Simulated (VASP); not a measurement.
# C4N (Cmmm) in VASP: single point with PBE

Aim: the single point of C4N with PBE.

Program: VASP 6.6.1. These are calculated values, not measurements. Logs are shortened: lines on timing, memory, paths and dates and some standing lists are left out, and cuts for length are marked.

## Step 1: The cell of the first run

The structure is orthorhombic, space group Cmmm (No. 65). Conventional cell: a = 4.768 Å, b = 8.629 Å, c = 2.562 Å, α = 90.00°, β = 90.00°, γ = 90.00°. Within 1.7 Å of C (site symmetry 2mm) lie 1 N at 1.25 Å. C (site symmetry m2m) has 5 C at 1.40 to 1.85 Å within 1.9 Å. N (site symmetry mmm) has 2 C at 1.25 Å within 1.7 Å.

The cell was generated, and may not be a known phase.

## Step 2: Single point, PBE

INCAR

```
PREC = Accurate ; ENCUT = 1330
EDIFF = 1E-6 ; ISMEAR = 0
SIGMA = 0.1 ; LREAL = F
LASPH = T ; NELM = 120
ALGO = Normal ; ISIF = 2
LWAVE = F ; LCHARG = F
GGA = PE ; NBANDS = 18
GGA_COMPAT = F
```

KPOINTS

```
regular mesh
0
Gamma
  4 4 6
```

POSCAR

```
C4N
1.0
    4.3145768087     -2.3842131683      0.0000000000
    4.3145768087      2.3842131683      0.0000000000
    0.0000000000      0.0000000000      2.5617803250
C N
4 1
Direct
    0.7625571990      0.2374428010      0.5000000000
    0.0808436346      0.0808436346      0.0000000000
    0.9191563654      0.9191563654      0.0000000000
    0.2374428010      0.7625571990      0.5000000000
    0.5000000000      0.5000000000      0.5000000000
```

Potentials or basis: VASP PAW PBE potentials, release 64 (C_h, N_h).

Launch:

```
cat potpaw_PBE.64/C_h/POTCAR potpaw_PBE.64/N_h/POTCAR > POTCAR
mpirun -np 1 vasp_std > vasp.out
```

OUTCAR:

```text
PREC = Accurate
   ENCUT = 1330
   EDIFF = 1E-6
   ISMEAR = 0
   LREAL = F
   LASPH = T
   NELM = 120
   ISIF = 2
   GGA = PE

 ion  position               nearest neighbor table
   1  0.763  0.237  0.500-   5 1.25
   2  0.081  0.081  0.000-   3 1.40
   3  0.919  0.919  0.000-   2 1.40
   4  0.237  0.763  0.500-   5 1.25
   5  0.500  0.500  0.500-   1 1.25   4 1.25

  LATTYP: Found a base centered orthorhombic cell.
 ALAT       =     4.7684263366
 B/A-ratio  =     1.8096438968
 C/A-ratio  =     0.5372381042

  Lattice vectors:

 A1 = (  -4.3145768087,  -2.3842131683,   0.0000000000)
 A2 = (   4.3145768087,  -2.3842131683,   0.0000000000)
 A3 = (   0.0000000000,   0.0000000000,   2.5617803250)

Analysis of symmetry for initial positions (statically):
=====================================================================
 Subroutine PRICEL returns:
 Original cell was already a primitive cell.

 Routine SETGRP: Setting up the symmetry group for a
 base centered orthorhombic supercell.

 Subroutine GETGRP returns: Found  8 space group operations
 (whereof  8 operations were pure point group operations)
 out of a pool of  8 trial point group operations.

The static configuration has the point symmetry D_2h.

Analysis of symmetry for dynamics (positions and initial velocities):
=====================================================================
 Subroutine PRICEL returns:
 Original cell was already a primitive cell.

 Routine SETGRP: Setting up the symmetry group for a
 base centered orthorhombic supercell.

 Subroutine GETGRP returns: Found  8 space group operations
 (whereof  8 operations were pure point group operations)
 out of a pool of  8 trial point group operations.

The dynamic configuration has the point symmetry D_2h.

 Subroutine INISYM returns: Found  8 space group operations
 (whereof  8 operations are pure point group operations),
 and found     1 'primitive' translations

----------------------------------------------------------------------------------------

                                     Primitive cell

  volume of cell :      52.7054

  direct lattice vectors                    reciprocal lattice vectors
     4.314576809 -2.384213168  0.000000000     0.115886221 -0.209712792  0.000000000
     4.314576809  2.384213168  0.000000000     0.115886221  0.209712792  0.000000000
     0.000000000  0.000000000  2.561780325     0.000000000  0.000000000  0.390353533

  length of vectors
     4.929507630  4.929507630  2.561780325     0.239601902  0.239601902  0.390353533

  position of ions in fractional coordinates (direct lattice)
     0.762557199  0.237442801  0.500000000
     0.080843635  0.080843635  0.000000000
     0.919156365  0.919156365  0.000000000
     0.237442801  0.762557199  0.500000000
     0.500000000  0.500000000  0.500000000

  ion indices of the primitive-cell ions
   primitive index   ion index
                 1           1
                 2           2
                 3           3
                 4           4
                 5           5

----------------------------------------------------------------------------------------

 KPOINTS: regular mesh

Automatic generation of k-mesh.
 Grid dimensions read from file:
 generate k-points for:    4    4    6

 Generating k-lattice:

  Cartesian coordinates                     Fractional coordinates (reciprocal lattice)
     0.028971555 -0.052428198  0.000000000     0.250000000  0.000000000  0.000000000
     0.028971555  0.052428198  0.000000000     0.000000000  0.250000000  0.000000000
     0.000000000  0.000000000  0.065058922     0.000000000  0.000000000  0.166666667

  Length of vectors
     0.059900475  0.059900475  0.065058922

  Shift w.r.t. Gamma in fractional coordinates (k-lattice)
     0.000000000  0.000000000  0.000000000

 Subroutine IBZKPT returns following result:
 ===========================================

 Found     28 irreducible k-points:

 Following reciprocal coordinates:
            Coordinates               Weight
  0.000000  0.000000  0.000000      1.000000
  0.250000  0.000000  0.000000      4.000000
  0.500000  0.000000  0.000000      2.000000
  0.250000  0.250000  0.000000      2.000000
  0.500000  0.250000  0.000000      4.000000
 -0.250000  0.250000  0.000000      2.000000
[... 16 lines left out ...]
  0.250000  0.000000  0.500000      4.000000
  0.500000  0.000000  0.500000      2.000000
 [... further k-points ...]
   k-points           NKPTS =     28   k-points in BZ     NKDIM =     28   number of bands    NBANDS=     18
   number of dos      NEDOS =    301   number of ions     NIONS =      5
   total plane-waves  NPLWV = 108000
   dimension x,y,z NGX =    60 NGY =   60 NGZ =   30
   dimension x,y,z NGXF=   120 NGYF=  120 NGZF=   60
   ions per type =               4   1
   NGX,Y,Z   is equivalent  to a cutoff of  20.23, 20.23, 19.47 a.u.
   NGXF,Y,Z  is equivalent  to a cutoff of  40.47, 40.47, 38.94 a.u.
 SYSTEM =  unknown system
   PREC   = accura    normal or accurate (medium, high low for compatibility)
   ISTART =      0    job   : 0-new  1-cont  2-samecut
   ICHARG =      2    charge: 1-file 2-atom 10-const
   ISPIN  =      1    spin polarized calculation?
   LNONCOLLINEAR =      F non collinear calculations
   LSORBIT =      F    spin-orbit coupling
   LASPH  =      T    aspherical Exc in radial PAW
   ENCUT  = 1330.0 eV  97.75 Ry    9.89 a.u.  14.66 14.66  7.62*2*pi/ulx,y,z
   NELM   =    120;   NELMIN=  2; NELMDL= -5     # of ELM steps
   EDIFF  = 0.1E-05   stopping-criterion for ELM
   LREAL  =      F    real-space projection
   EDIFFG = 0.1E-04   stopping-criterion for IOM
   NSW    =      0    number of steps for IOM
   IBRION =     -1    ionic relax: 0-MD 1-quasi-New 2-CG
   NFREE  =      0    steps in history (QN), initial steepest desc. (CG)
   ISIF   =      2    stress and relaxation
   ISYM   =      2    0-nonsym 1-usesym 2-fastsym
   POTIM  = 0.5000    time-step for ionic-motion
   TEBEG  =    0.0;   TEEND  =   0.0 temperature during run
   PSTRESS=    0.0 pullay stress
   NELECT =      21.0000    total number of electrons
   NUPDOWN=      -1.0000    fix difference up-down
   EMIN   =  10.00;   EMAX   =-10.00  energy-range for DOS
   EFERMI =   0.00;   METHOD = LEGACY
   ISMEAR =     0;   SIGMA  =   0.10  broadening in eV -4-tet -1-fermi 0-gaus
   EFERMI_NEDOS =   21; number of points for ismear=-14 and -15
   IALGO  =     38    algorithm
   IMIX   =      4    mixing-type and parameters
     AMIX     =   0.40;   BMIX     =  1.00
     AMIX_MAG =   1.60;   BMIX_MAG =  1.00
  volume/ion in A,a.u.               =      10.54        71.13
  Fermi-wavevector in a.u.,A,eV,Ry     =   1.204656  2.276469 19.744705  1.451195
  Thomas-Fermi vector in A             =   2.340374
   LORBIT       =      0    0 simple, 1 ext, 2 COOP (PROOUT), +10 PAW based schemes
   GGA     = PE    functional components
   LHFCALC =     F    Hartree Fock is set to
   AEXX    =    0.0000 exact exchange contribution
   IVDW    =     0    specifies the selected vdW correction
   LEPSILON=     F    determine dielectric tensor
   LRPA    =     F    only Hartree local field effects (RPA)
 non-spin polarized calculation
 Gauss-broadening in eV      SIGMA  =   0.10
  energy-cutoff  :     1330.00
  volume of cell :       52.71
 maximum number of plane-waves:      5838
 NGX is ok and might be reduce to    60
   NGX = 29   NGY = 29   NGZ = 15

 number of electron      21.0000000 magnetization

 Free energy of the ion-electron system (eV)
  ---------------------------------------------------
  ext. energy  EPLUGINS =         0.00000000
  ---------------------------------------------------
  free energy    TOTEN  =       -34.00954401 eV

  energy without entropy =      -34.00723601  energy(sigma->0) =      -34.00839001

 E-fermi :   3.3209     XC(G=0):  -9.5478

 val. band max:        3.3008508776   @ k =   0.5000   0.5000   0.5000
 cond. band min:       3.3894031982   @ k =   0.5000   0.5000   0.3333
 fundamental gap:      0.0885523206
 Fermi energy:         3.3209338729

 k-point     1 :       0.0000    0.0000    0.0000
  band No.  band energies     occupation
      1     -18.1535      2.00000
      2     -14.9410      2.00000
      3     -12.3968      2.00000
      4      -5.6802      2.00000
      5      -4.4212      2.00000
      6      -2.1935      2.00000
[... 10 lines left out ...]
     17      11.1905      0.00000
     18      11.8253      0.00000

 k-point     2 :       0.2500    0.0000    0.0000
  band No.  band energies     occupation
      1     -17.9106      2.00000
      2     -15.7772      2.00000
      3     -11.3690      2.00000
      4      -5.5036      2.00000
      5      -5.1844      2.00000
      6      -2.7585      2.00000
[... 10 lines left out ...]
     17      12.5468      0.00000
     18      12.5841      0.00000

 k-point     3 :       0.5000    0.0000    0.0000
  band No.  band energies     occupation
      1     -17.4607      2.00000
      2     -16.6135      2.00000
      3     -10.3948      2.00000
      4      -6.0693      2.00000
      5      -5.1948      2.00000
      6      -3.7124      2.00000
[... 10 lines left out ...]
     17      10.7843      0.00000
     18      12.6631      0.00000

 k-point     4 :       0.2500    0.2500    0.0000
  band No.  band energies     occupation
      1     -18.1413      2.00000
      2     -14.9456      2.00000
      3     -12.4058      2.00000
      4      -5.9510      2.00000
      5      -4.4400      2.00000
      6      -2.1878      2.00000
[... 375 lines left out ...]
      4      -9.4782      2.00000
      5      -4.8237      2.00000
      6      -3.5656      2.00000
[... 10 lines left out ...]
     17      11.7780      0.00000
     18      13.5255      0.00000

 k-point    23 :       0.2500    0.0000    0.5000
  band No.  band energies     occupation
      1     -16.3455      2.00000
      2     -13.1260      2.00000
      3     -11.5693      2.00000
      4      -8.6976      2.00000
      5      -6.0994      2.00000
      6      -2.7361      2.00000
[... 10 lines left out ...]
     17      12.7539      0.00000
     18      12.8966      0.00000

 k-point    24 :       0.5000    0.0000    0.5000
  band No.  band energies     occupation
      1     -16.2925      2.00000
      2     -13.0564      2.00000
      3     -11.9525      2.00000
      4      -8.0879      2.00000
      5      -6.7456      2.00000
      6      -2.2255      2.00000
[... 10 lines left out ...]
     17      13.5390      0.00000
     18      14.6061      0.00000

 [... further k-points ...]

------------------------ aborting loop because EDIFF is reached ----------------------------------------

  FORCE on cell =-STRESS in cart. coord.  units (eV):
  Direction    XX          YY          ZZ          XY          YZ          ZX
  --------------------------------------------------------------------------------------
  -------------------------------------------------------------------------------------
  Total       -0.0449423     -0.1245007     -0.0354480      0.0000000      0.0000000      0.0000000
  in kB       -1.3661891     -3.7846627     -1.0775732      0.0000000      0.0000000      0.0000000
  external PRESSURE =      -2.0761417 kB  Pullay stress =       0.0000000 kB

 VOLUME and BASIS-vectors are now :
 -----------------------------------------------------------------------------
  energy-cutoff  :     1330.00
  volume of cell :       52.71
      direct lattice vectors                 reciprocal lattice vectors
     4.314576809 -2.384213168  0.000000000     0.115886221 -0.209712792  0.000000000
     4.314576809  2.384213168  0.000000000     0.115886221  0.209712792  0.000000000
     0.000000000  0.000000000  2.561780325     0.000000000  0.000000000  0.390353533

 POSITION                                       TOTAL-FORCE (eV/Angst)
 -----------------------------------------------------------------------------------
      4.31458     -1.25198      1.28089        -0.000000      0.023629      0.000000
      0.69761      0.00000      0.00000        -0.024300      0.000000     -0.000000
      7.93154      0.00000      0.00000         0.024300      0.000000      0.000000
      4.31458      1.25198      1.28089        -0.000000     -0.023629     -0.000000
      4.31458      0.00000      1.28089        -0.000000      0.000000     -0.000000
 -----------------------------------------------------------------------------------
    total drift:                                0.000000      0.000000      0.000000

  FREE ENERGIE OF THE ION-ELECTRON SYSTEM (eV)
  ---------------------------------------------------
  free  energy   TOTEN  =       -34.0095440150 eV

  energy  without entropy=      -34.0072360125  energy(sigma->0) =      -34.00839001
```

It took 1.8 min on 1 thread of Intel Xeon Platinum 8375C at 2.90GHz (Ice Lake), shared host; peak memory 0.35 GiB.

What came out:

```
Free energy            : -34.0095 eV
Pressure               : -0.2 GPa
Largest force          : 0.024 eV/Å
Band gap on the k mesh : zero (an odd number of electrons rules out a gap without spin polarisation)
```

Forces in eV/Å, atoms in the order of the input:
```
C    0.000  0.024  0.000
C   -0.024  0.000  0.000
C    0.024  0.000  0.000
C    0.000 -0.024  0.000
N    0.000  0.000  0.000
```

Caveat: the k points lie up to 0.41 Å⁻¹ apart, too coarse for converged energies and pressures of a metal; an odd number of electrons without spin polarisation forces a metal; a magnetic or distorted state may lie lower.

The gap in the log of VASP goes by the Fermi energy; the results here count the filled bands.